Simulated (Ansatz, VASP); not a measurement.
# CuO: VASP beside Ansatz

INCAR

```
PREC     = Accurate       # precision mode
ENCUT    = 600            # plane-wave cutoff, eV
EDIFF    = 1E-6           # SCF threshold, eV
ISMEAR   = -1             # smearing method
SIGMA    = 0.05           # smearing width, eV
LREAL    = False          # projectors in reciprocal space
LASPH    = True           # aspherical terms in the spheres
NELM     = 100            # most SCF steps
ALGO     = Normal         # electronic algorithm
ISIF     = 3              # what is computed and relaxed
LWAVE    = False          # write WAVECAR
LCHARG   = False          # write CHGCAR
GGA      = PS             # functional
IBRION   = 2              # ionic algorithm
NSW      = 80             # ionic steps
EDIFFG   = -0.01          # ionic threshold
```

Contents of KPOINTS:

```
Automatic mesh
0
Gamma
  8 8 5
```

The input POSCAR:

```
CuO
1.0
    0.0000000000     -2.1165600000     -2.1165600000
   -2.1165600000      0.0000000000     -2.1165600000
    2.1165600000      2.1165600000     -4.2331200000
Cu O
2 2
Direct
    0.5038875400      0.4769880100      0.4880064000
    0.0038875400      0.9769880100      0.9880064000
    0.7461124600      0.7730119900      0.7619936000
    0.2461124600      0.2730119900      0.2619936000
```

File input.yaml:

```yaml
crystal:
  lattice:
    - [0.0, -2.11656, -2.11656]
    - [-2.11656, 0.0, -2.11656]
    - [2.11656, 2.11656, -4.23312]
  atoms:
    - { symbol: Cu, position: [0.50388754, 0.47698801, 0.4880064] }
    - { symbol: Cu, position: [0.00388754, 0.97698801, 0.9880064] }
    - { symbol: O, position: [0.74611246, 0.77301199, 0.7619936] }
    - { symbol: O, position: [0.24611246, 0.27301199, 0.2619936] }
kpoints:
  mp_grid: { grid: [8, 8, 5] }
scf:
  occupations: { method: fermi_dirac, width: 0.05 }
hamiltonian:
  xc: pbesol
  pseudopotentials: { kind: all_electron, lapw: { basis_error: 0.002 } }
output:
  forces: true
  stress: true
relax:
  f_tol: 0.01
  max_steps: 60
  cell: {}
```

Alike in both runs: task relaxation of cell and atoms; functional PBEsol; k mesh 8 × 8 × 5; occupations fermi-dirac, width 0.05 eV; no spin polarisation.

|  | VASP | Ansatz |
| --- | --- | --- |
| version | VASP 6.6.1 | Ansatz 0.2.0 |
| potentials or method | VASP PAW PBE potentials, release 64 (Cu, O), cutoff 600 eV | all-electron LAPW, scalar-relativistic |

Ansatz gave:

* relaxed volume (Å³/atom): 9.09
* relaxed cell length with the largest relative difference (Å): 2.955

Q: What did VASP give for the same quantities?

A: Relaxed volume (Å³/atom): 9.10; relaxed cell length with the largest relative difference (Å): 2.960.

VASP's potentials were made for PBE, not for PBEsol. Ansatz ran all-electron here, and VASP with PAW potentials.

Noted on Ansatz's run: the k mesh is thin for a metal, which can move the energy by tens of meV per atom.
